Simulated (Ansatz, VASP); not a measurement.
## SrO: VASP beside Ansatz

```xyz
2
Lattice="0.0000 2.6166 2.6166 2.6166 0.0000 2.6166 2.6166 2.6166 0.0000" Properties=species:S:1:pos:R:3 pbc="T T T"
Sr    2.6166    2.6166    2.6166
O     0.0000    0.0000    0.0000
```

Change from the starting cell: volume scaled by 1.06.

Alike in both runs: task single point; functional PBEsol; k mesh 9 × 9 × 9; occupations fermi-dirac, width 0.05 eV; no spin polarisation.

|  | VASP | Ansatz |
| --- | --- | --- |
| version | VASP 6.6.1 | Ansatz 0.2.0 |
| potentials or method | VASP PAW PBE potentials, release 64 (Sr_sv, O), cutoff 520 eV | all-electron LAPW, scalar-relativistic |

Ansatz gave:

* gap on the k mesh at the Fermi level (eV): 3.28
* least direct gap on the mesh (eV): 3.40
* pressure (GPa): -5.2

**Question.** What did VASP give for the same quantities?

**Answer.** gap on the k mesh at the Fermi level (eV): 3.24; least direct gap on the mesh (eV): 3.37; pressure (GPa): -4.7.

VASP's potentials were made for PBE, not for PBEsol. Ansatz ran all-electron here, and VASP with PAW potentials.
